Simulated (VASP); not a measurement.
Here is a VASP 6.6.1 calculation.

Contents of INCAR:

```
  ALGO = Normal
  DIPOL = 0.5 0.5 0.309
  EDIFF = 1E-6
  ENCUT = 520
  GGA = PE
  IDIPOL = 3
  ISIF = 2
  ISMEAR = 0
  ISPIN = 2
  LASPH = True
  LCHARG = False
  LDIPOL = True
  LORBIT = 11
  LREAL = False
  LWAVE = False
  MAGMOM = 0 0 0 0 0 0 0 0 0 0 0 0 1
  NBANDS = 34
  NELM = 150
  PREC = Accurate
  SIGMA = 0.1
```

KPOINTS

```
k-points
0
Gamma
  6 6 1
```

Contents of POSCAR:

```
Al12H
1.0
    5.7135165838      0.0000000000      0.0000000000
   -2.8567582919      4.9480505065      0.0000000000
    0.0000000000      0.0000000000     21.6013781936
Al H
12 1
Direct
    0.3333333333      0.1666666667      0.1851733702
    0.3333333333      0.6666666667      0.1851733702
    0.8333333333      0.1666666667      0.1851733702
    0.8333333333      0.6666666667      0.1851733702
    0.1666666667      0.3333333333      0.2916813828
    0.1666666667      0.8333333333      0.2916813828
    0.6666666667      0.3333333333      0.2916813828
    0.6666666667      0.8333333333      0.2916813828
    0.0000000000      0.0000000000      0.3981865470
    0.0000000000      0.5000000000      0.3981865470
    0.5000000000      0.0000000000      0.3981865470
    0.5000000000      0.5000000000      0.3981865470
    0.3333333333     -0.3333333333      0.5171604373
```

Potentials or basis: VASP PAW PBE potentials, release 64 (Al, H).

Run with:

```console
$ cat potpaw_PBE.64/Al/POTCAR potpaw_PBE.64/H/POTCAR > POTCAR
$ mpirun -np 1 vasp_std > vasp.out
```

Predict the largest force.

0.784 eV/Å.

What does it give for the site moments?

Al -0.00, +0.01, -0.01 (each value once); H +0.22 μB.

Forces in eV/Å, atoms in the order of the input:
```
Al  -0.019 -0.011 -0.064
Al   0.000  0.000  0.002
Al   0.019 -0.011 -0.064
Al   0.000  0.022 -0.064
Al   0.000 -0.017  0.015
Al  -0.015  0.009  0.015
Al   0.000  0.000 -0.071
Al   0.015  0.009  0.015
Al   0.000  0.000  0.021
Al   0.038  0.022  0.327
Al   0.000 -0.044  0.327
Al  -0.038  0.022  0.327
H    0.000  0.000 -0.784
```
